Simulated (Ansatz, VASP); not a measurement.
## GaSb3 in VASP and in Ansatz

```
Ga Sb
1.0
     0.00000    3.80863    3.61058
     3.80863    0.00000    3.61058
     3.80863    3.80863    0.00000
Ga Sb
1 3
Direct
  0.00000 0.00000 0.00000
  0.25000 0.25000 0.25000
  0.75000 0.75000 0.75000
  0.50000 0.50000 0.50000
```

Alike in both runs: task single point; functional PBEsol; k mesh 10 × 10 × 10; occupations gaussian, width 0.15 eV; no spin polarisation.

|  | VASP | Ansatz |
| --- | --- | --- |
| version | VASP 6.6.1 | Ansatz 0.2.0 |
| potentials or method | VASP PAW PBE potentials, release 64 (Ga_d, Sb), cutoff 520 eV | scalar-relativistic, plane waves, PAW |
| valence electrons in the cell | 28 | 58 |

|  | VASP | Ansatz | Ansatz less VASP |
| --- | --- | --- | --- |
| gap on the k mesh at the Fermi level (eV) | none | none | - |
| pressure (GPa) | -3.9 | -3.9 | +0.01 |
| traceless stress, the component that is largest in VASP (GPa) | 0.40 | 0.40 | -0.005 |

VASP's potentials were made for PBE, not for PBEsol, and Ansatz warns of the same on its side. A gap of «none» marks a metal or a gap that the smearing closes. VASP's potentials hold 28 valence electrons a cell and Ansatz's 58, so a difference there can come from the potentials and not from the codes.

Neither program's run includes spin-orbit coupling.
